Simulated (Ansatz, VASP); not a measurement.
**In in VASP and in Ansatz**

```
CELL_PARAMETERS angstrom
-2.91559 2.91559 2.55513
2.91559 -2.91559 2.55513
2.91559 2.91559 -2.55513
ATOMIC_POSITIONS crystal
In 0.16373 0.33627 0.50000
In 0.66373 0.16373 0.82746
In 0.33627 0.83627 0.17254
In 0.83627 0.66373 0.50000
```

Alike in both runs: task single point; functional PBEsol; k mesh 6 × 6 × 6; occupations gaussian, width 0.1 eV; no spin polarisation.

|  | VASP | Ansatz |
| --- | --- | --- |
| version | VASP 6.6.1 | Ansatz 0.2.0 |
| potentials or method | VASP PAW PBE potentials, release 64 (In_d), cutoff 520 eV | scalar-relativistic, plane waves, PAW |
| valence electrons in the cell | 52 | 52 |

```tsv
	VASP	Ansatz	Ansatz less VASP
gap on the k mesh at the Fermi level (eV)	none	none	-
pressure (GPa)	17.3	17.3	0.00
traceless stress, the component that is largest in VASP (GPa)	0.92	0.93	+0.007
rms of the force components (eV/Å)	0.695	0.694	-0.0014
```

VASP's potentials were made for PBE, not for PBEsol. Atom by atom the forces differ by 0.001 eV/Å (rms over components). A gap of «none» marks a metal or a gap that the smearing closes.
